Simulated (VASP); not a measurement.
Set up this calculation in VASP 6.6.1, as the native input.

```yaml
Task: relaxation of cell and atoms
Functional: revPBE
Dispersion: D4
Potentials_or_basis: VASP PAW PBE potentials, release 64 (Ga_d)
Cutoff: 600 eV
k_mesh: 10 × 10 × 10
Occupations: fermi-dirac, width 0.05 eV
Spin: no spin polarisation
Dipole_correction: no
Further_INCAR_settings: ALGO = Fast; EDIFF = 1e-06; IBRION = 2; EDIFFG = -0.01; NSW = 60; ISIF = 3
```

The structure of Ga lies in POSCAR:

```
Ga
1.0
    2.7164800000      0.0000000000      0.0000000000
    0.0000000000      2.7164800000      0.0000000000
    0.0000000000      0.0000000000      2.7164800000
Ga
1
Direct
    0.0000000000      0.0000000000      0.0000000000
```

These files were run (other wordings do the same):

INCAR

```
ALGO = Fast
EDIFF = 1E-6
EDIFFG = -0.01
ENCUT = 600
GGA = RE
IBRION = 2
ISIF = 3
ISMEAR = -1
IVDW = 13
LASPH = T
LCHARG = F
LREAL = F
LWAVE = F
NELM = 100
NSW = 60
PREC = Accurate
SIGMA = 0.05
```

KPOINTS

```
k-points
0
Gamma
  10 10 10
```

Potentials or basis: VASP PAW PBE potentials, release 64 (Ga_d).

Command:

```sh
$ cat potpaw_PBE.64/Ga_d/POTCAR > POTCAR
$ mpirun -np 1 vasp_std > vasp.out
```

Results of the run:

```json
{
  "Relaxed volume": "18.48 Å³/atom",
  "Relaxed cell": "a = 2.644 Å, b = 2.644 Å, c = 2.644 Å, α = 90.00°, β = 90.00°, γ = 90.00°",
  "Space group after relaxing (to 0.05 Å)": "Pm-3m (No. 221)",
  "Energy gained by relaxing": "21.9 meV/atom",
  "Ionic steps": "5",
  "Pressure after relaxing": "-0.1 GPa",
  "Dispersion energy per atom": "-0.770 eV"
}
```

Caveat: the PAW data sets were made with another functional, which shifts forces and pressure a little; pairwise dispersion overbinds metals, which lowers pressure and volume.

It took 59 s on 1 thread of Intel Xeon 8259CL, on a shared host, peak memory 0.15 GiB.
